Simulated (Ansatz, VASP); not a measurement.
# CdO: VASP beside Ansatz

Contents of INCAR:

```
SYSTEM = CdO
PREC = Accurate ; ENCUT = 600
EDIFF = 1E-6 ; ISMEAR = 0
SIGMA = 0.05 ; LREAL = .FALSE.
LASPH = .TRUE. ; NELM = 120
ALGO = Normal ; ISIF = 2
LWAVE = .FALSE. ; LCHARG = .FALSE.
GGA = PE ; IVDW = 13
NBANDS = 16 ; GGA_COMPAT = .FALSE.
```

The input KPOINTS:

```
Automatic mesh
0
G
  8 8 8
  0 0 0
```

The input POSCAR:

```
CdO
1.0
    0.0000000000      2.3315028270      2.3315028270
    2.3315028270      0.0000000000      2.3315028270
    2.3315028270      2.3315028270      0.0000000000
Cd O
1 1
Direct
    0.0000000000      0.0000000000      0.0000000000
    0.5000000000      0.5000000000      0.5000000000
```

Input for Ansatz:

```yaml
crystal:
  lattice:
    - [0.0, 2.331502827, 2.331502827]
    - [2.331502827, 0.0, 2.331502827]
    - [2.331502827, 2.331502827, 0.0]
  atoms:
    - { symbol: Cd, position: [0.0, 0.0, 0.0] }
    - { symbol: O, position: [0.5, 0.5, 0.5] }
basis:
  ecutwfc: 420
  ecutrho_ratio: 4
kpoints:
  mp_grid: { grid: [8, 8, 8] }
hamiltonian:
  xc: pbe
  dispersion: d4
scf:
  occupations: { method: gaussian, width: 0.05 }
output:
  forces: true
  stress: true
  eigenvalues: true
```

Alike in both runs: task single point; functional PBE; dispersion D4; k mesh 8 × 8 × 8; occupations gaussian, width 0.05 eV; no spin polarisation.

```csv
,VASP,Ansatz
version,VASP 6.6.1,Ansatz 0.2.0
potentials or method,"VASP PAW PBE potentials, release 64 (Cd, O), cutoff 600 eV","scalar-relativistic, plane waves, PAW"
valence electrons in the cell,18,26
```

```csv
,VASP,Ansatz,Ansatz less VASP
gap on the k mesh at the Fermi level (eV),none,none,-
pressure (GPa),7.5,6.1,-1.46
```

A gap of «none» marks a metal or a gap that the smearing closes. VASP's potentials hold 18 valence electrons a cell and Ansatz's 26, so a difference there can come from the potentials and not from the codes.
